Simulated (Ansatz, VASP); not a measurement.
## One calculation of TiCo2, two programs

File INCAR:

```
ALGO = Fast
EDIFF = 1E-6
ENCUT = 520
GGA = PS
ISIF = 2
ISMEAR = 0
LASPH = True
LCHARG = False
LREAL = False
LWAVE = False
NBANDS = 39
NELM = 100
PREC = Accurate
SIGMA = 0.15
```

KPOINTS

```
k-points
0
Gamma
  12 12 12
```

Contents of POSCAR:

```
TiCo2
1.0
    0.0000000000      3.2763183082      3.2763183082
    3.2763183082      0.0000000000      3.2763183082
    3.2763183082      3.2763183082      0.0000000000
Ti Co
2 4
Direct
    0.5000000000      0.5000000000      0.5000000000
    0.7500000000      0.7500000000      0.7500000000
    0.1250000000      0.1250000000      0.1250000000
    0.6250000000      0.1250000000      0.1250000000
    0.1250000000      0.1250000000      0.6250000000
    0.1250000000      0.6250000000      0.1250000000
```

Input for Ansatz:

```yaml
crystal:
  lattice:
    - [0.0, 3.2763183082, 3.2763183082]
    - [3.2763183082, 0.0, 3.2763183082]
    - [3.2763183082, 3.2763183082, 0.0]
  atoms:
    - { symbol: Ti, position: [0.5, 0.5, 0.5] }
    - { symbol: Ti, position: [0.75, 0.75, 0.75] }
    - { symbol: Co, position: [0.125, 0.125, 0.125] }
    - { symbol: Co, position: [0.625, 0.125, 0.125] }
    - { symbol: Co, position: [0.125, 0.125, 0.625] }
    - { symbol: Co, position: [0.125, 0.625, 0.125] }
basis:
  ecutwfc: 420
kpoints:
  mp_grid: { grid: [12, 12, 12] }
hamiltonian:
  xc: pbesol
scf:
  occupations: { method: gaussian, width: 0.15 }
output:
  forces: true
  stress: true
  eigenvalues: true
```

Alike in both runs: task single point; functional PBEsol; k mesh 12 × 12 × 12; occupations gaussian, width 0.15 eV; no spin polarisation.

|  | VASP | Ansatz |
| --- | --- | --- |
| version | VASP 6.6.1 | Ansatz 0.2.0 |
| potentials or method | VASP PAW PBE potentials, release 64 (Ti_sv, Co), cutoff 520 eV | scalar-relativistic, plane waves, PAW |
| valence electrons in the cell | 60 | 92 |

|  | VASP | Ansatz | Ansatz less VASP |
| --- | --- | --- | --- |
| gap on the k mesh at the Fermi level (eV) | none | none | - |
| pressure (GPa) | -0.6 | 0.1 | +0.71 |

VASP's potentials were made for PBE, not for PBEsol. A gap of «none» marks a metal or a gap that the smearing closes. VASP's potentials hold 60 valence electrons a cell and Ansatz's 92, so a difference there can come from the potentials and not from the codes.
